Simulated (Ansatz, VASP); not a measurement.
One calculation of B, two programs

File POSCAR:

```
B
1.0
    1.7024335758      0.0000000000      0.0000000000
   -0.8512167879      1.4743507249      0.0000000000
    0.0000000000      0.0000000000      3.6354228500
B
1
Direct
    0.0000000000      0.0000000000      0.0000000000
```

INCAR.step1

```
PREC = Accurate ; ENCUT = 550
ISMEAR = 0 ; SIGMA = 0.1
LREAL = F ; LASPH = T
NELM = 120 ; NBANDS = 8
GGA = PE ; ALGO = Normal
EDIFF = 1E-5 ; LWAVE = T
LCHARG = F ; GGA_COMPAT = F
```

The input INCAR.step2:

```
PREC = Accurate ; ENCUT = 550
EDIFF = 1E-6 ; ISMEAR = 0
SIGMA = 0.1 ; LREAL = F
LASPH = T ; NELM = 120
ALGO = Normal ; ISIF = 2
LWAVE = F ; LCHARG = F
METAGGA = R2SCAN ; LMIXTAU = T
NBANDS = 8 ; ISTART = 1
GGA_COMPAT = F
```

Contents of KPOINTS:

```
Automatic mesh
0
Gamma
  12 12 6
```

Input for Ansatz:

```yaml
crystal:
  lattice:
    - [1.7024335758, 0.0, 0.0]
    - [-0.8512167879, 1.4743507249, 0.0]
    - [0.0, 0.0, 3.63542285]
  atoms:
    - { symbol: B, position: [0.0, 0.0, 0.0] }
basis:
  ecutwfc: 500
kpoints:
  mp_grid: { grid: [12, 12, 6] }
hamiltonian:
  xc: r2scan
scf:
  occupations: { method: gaussian, width: 0.1 }
output:
  forces: true
  stress: true
  eigenvalues: true
```

Alike in both runs: task single point; functional r2SCAN; k mesh 12 × 12 × 6; occupations gaussian, width 0.1 eV; no spin polarisation.

|  | VASP | Ansatz |
| --- | --- | --- |
| version | VASP 6.6.1 | Ansatz 0.2.0 |
| potentials or method | VASP PAW PBE potentials, release 64 (B), cutoff 550 eV | scalar-relativistic, plane waves, PAW |
| valence electrons in the cell | 3 | 3 |

```csv
,VASP,Ansatz,Ansatz less VASP
gap on the k mesh at the Fermi level (eV),none,none,-
pressure (GPa),3.2,3.1,-0.11
"traceless stress, the component that is largest in VASP (GPa)",-0.81,-0.57,+0.243
```

VASP's potentials were made for PBE, not for r2SCAN. A gap of «none» marks a metal or a gap that the smearing closes.
